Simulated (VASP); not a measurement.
Write the native input for VASP 6.6.1 that does the following.

```yaml
Task: single point
Functional: PBE
Potentials_or_basis: VASP PAW PBE potentials, release 64 (Sc_sv, Al)
Cutoff: 520 eV
k_mesh: 4 × 4 × 4
Occupations: gaussian, width 0.1 eV
Spin: no spin polarisation
Dipole_correction: no
Further_INCAR_settings: ALGO = Fast; EDIFF = 1e-06; NBANDS = 50
```

The structure of Sc3Al2 lies in POSCAR:

```
Sc3Al2
1.0
    7.3197745900     -2.5356443000      0.0000000000
    7.3197745900      2.5356443000      0.0000000000
    0.0000000000      0.0000000000      4.6659859100
Sc Al
6 4
Direct
    0.8333333300      0.1666666700      0.2500000000
    0.4333333300      0.7666666700      0.2500000000
    0.2333333300      0.5666666700      0.2500000000
    0.1666666700      0.8333333300      0.7500000000
    0.7666666700      0.4333333300      0.7500000000
    0.5666666700      0.2333333300      0.7500000000
    0.0333333300      0.3666666700      0.2500000000
    0.6333333300      0.9666666700      0.2500000000
    0.3666666700      0.0333333300      0.7500000000
    0.9666666700      0.6333333300      0.7500000000
```

The input as run:

INCAR

```
ALGO = Fast
EDIFF = 1E-6
ENCUT = 520
GGA = PE
ISIF = 2
ISMEAR = 0
LASPH = True
LCHARG = False
LREAL = False
LWAVE = False
NBANDS = 50
NELM = 60
PREC = Accurate
SIGMA = 0.1
```

KPOINTS

```
k-points
0
Gamma
  4 4 4
```

Potentials or basis: VASP PAW PBE potentials, release 64 (Sc_sv, Al).

Command:

```sh
$ cat potpaw_PBE.64/Sc_sv/POTCAR potpaw_PBE.64/Al/POTCAR > POTCAR
$ mpirun -np 1 vasp_std > vasp.out
```

Results of the run:

- Pressure: 17.6 GPa
- Largest force: 1.000 eV/Å
- Band gap on the k mesh: zero (bands 39 and 40 overlap by 0.50 eV)

Caveat: the cell stands under pressure.

It took 3.3 min on 1 thread of Intel(R) Xeon(R) 6975P-C (Granite Rapids), with other jobs on the host, peak memory 0.39 GiB.
